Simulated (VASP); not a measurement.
**FeO: single point with PBE**

The system is FeO.

```
Fe O
1.0
     0.00000    2.19767    2.19767
     2.19767    0.00000    2.19767
     2.19767    2.19767    0.00000
Fe O
1 1
Direct
  0.00000 0.00000 0.00000
  0.50000 0.50000 0.50000
```

This cell differs from its parent crystal: volume scaled by 1.06.

* Program: VASP 6.6.1
* Task: single point
* Functional: PBE
* Potentials or basis: VASP PAW PBE potentials, release 64 (Fe, O)
* Cutoff: 520 eV
* k mesh: 11 × 11 × 11
* Occupations: fermi-dirac, width 0.05 eV
* Spin: collinear spin, ferromagnetic start
* Starting moments: [4.0, 0.0] μB
* Dipole correction: no
* Further INCAR settings: ALGO = Normal; EDIFF = 1e-06; NBANDS = 18

- Pressure: -9.8 GPa
- Band gap on the k mesh: zero (filled and empty bands overlap)
- Net moment: 4.00 μB per cell
- Site moments: Fe +3.63; O +0.29 μB
- Valence electrons inside the program's atomic spheres: Fe 6.64; O 4.96

Levels at points of the mesh, in eV from the Fermi level:
Spin up:
| k point | band 6 | band 7 | band 8 | band 9 | band 10 | band 11 | band 12 | band 13 |
| --- | --- | --- | --- | --- | --- | --- | --- | --- |
| (0.00, 0.00, 0.00) | -3.66 | -3.59 | -3.59 | -3.59 | -0.21 | 15.26 | 16.56 | 16.56 |
Spin down:
| k point | band 1 | band 2 | band 3 | band 4 | band 5 | band 6 | band 7 | band 8 | band 9 | band 10 |
| --- | --- | --- | --- | --- | --- | --- | --- | --- | --- | --- |
| (0.00, 0.00, 0.00) | -19.74 | -3.06 | -3.06 | -3.06 | -0.66 | -0.66 | -0.66 | 0.22 | 0.22 | 0.58 |

Wall time 2.1 min on 1 thread of AMD EPYC 7R13, with other jobs on the host, peak memory 0.14 GiB.

Caveat: a cell with one magnetic atom can't hold antiferromagnetic order, which such compounds often take; semilocal functionals often make such compounds metallic where correlation or magnetic order opens a gap, which also shifts bond lengths.
